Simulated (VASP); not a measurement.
Wanted: the native input for a VASP 6.6.1 run.

```
Task                   : relaxation of cell and atoms
Functional             : BLYP
Dispersion             : D4
Potentials or basis    : VASP PAW PBE potentials, release 64 (Al, O)
Cutoff                 : 600 eV
k mesh                 : 7 × 7 × 7
Occupations            : fermi-dirac, width 0.05 eV
Spin                   : no spin polarisation
Dipole correction      : no
Further INCAR settings : ALGO = Normal; EDIFF = 1e-06; IBRION = 2; EDIFFG = -0.01; NSW = 60; ISIF = 3
```

The structure of Al2O3 lies in POSCAR:

```
Al2O3
1.0
    2.3802500000      1.3742379782      4.3318666667
   -2.3802500000      1.3742379782      4.3318666667
    0.0000000000     -2.7484759565      4.3318666667
Al O
4 6
Direct
    0.8521600000      0.8521600000      0.8521600000
    0.6478400000      0.6478400000      0.6478400000
    0.1478400000      0.1478400000      0.1478400000
    0.3521600000      0.3521600000      0.3521600000
    0.0566800000      0.7500000000      0.4433200000
    0.7500000000      0.4433200000      0.0566800000
    0.4433200000      0.0566800000      0.7500000000
    0.9433200000      0.2500000000      0.5566800000
    0.2500000000      0.5566800000      0.9433200000
    0.5566800000      0.9433200000      0.2500000000
```

The input as run:

INCAR

```
SYSTEM = Al2O3
  AGGAC = 1.0
  AGGAX = 1.0
  ALDAC = 0.0
  ALDAX = 1.0
  ALGO = Normal
  EDIFF = 1E-6
  EDIFFG = -0.01
  ENCUT = 600
  GGA = B5
  IBRION = 2
  ISIF = 3
  ISMEAR = -1
  IVDW = 13
  LASPH = .True.
  LCHARG = .False.
  LREAL = .False.
  LWAVE = .False.
  NELM = 100
  NSW = 60
  PREC = Accurate
  SIGMA = 0.05
  VDW_A1 = 0.44488865
  VDW_A2 = 4.0933009
  VDW_S6 = 1.0
  VDW_S8 = 2.34076671
```

KPOINTS

```
k-points
0
Gamma
  7 7 7
  0 0 0
```

Potentials or basis: VASP PAW PBE potentials, release 64 (Al, O).

The run is started by

```bash
$ cat potpaw_PBE.64/Al/POTCAR potpaw_PBE.64/O/POTCAR > POTCAR
$ mpirun -np 1 vasp_std > vasp.out
```

It gave:

The relaxed volume is 8.56 Å³/atom and the relaxed cell is a = 5.141 Å, b = 5.141 Å, c = 5.141 Å, α = 55.31°, β = 55.31°, γ = 55.31°. The space group after relaxing (to 0.1 Å) is R-3c (No. 167) and the energy gained by relaxing is 0.4 meV/atom. The ionic steps are 5, the pressure after relaxing is 0.0 GPa and the largest force after relaxing is 0.006 eV/Å. The band gap on the k mesh is 6.38 eV and the dispersion energy per atom is -0.517 eV.

Caveat: the PAW data sets were made with another functional, which shifts forces and pressure a little.

It took 4.8 min on 1 thread of AMD EPYC 9R45 96-Core Processor (Zen 5) (shared host), peak memory 0.29 GiB.
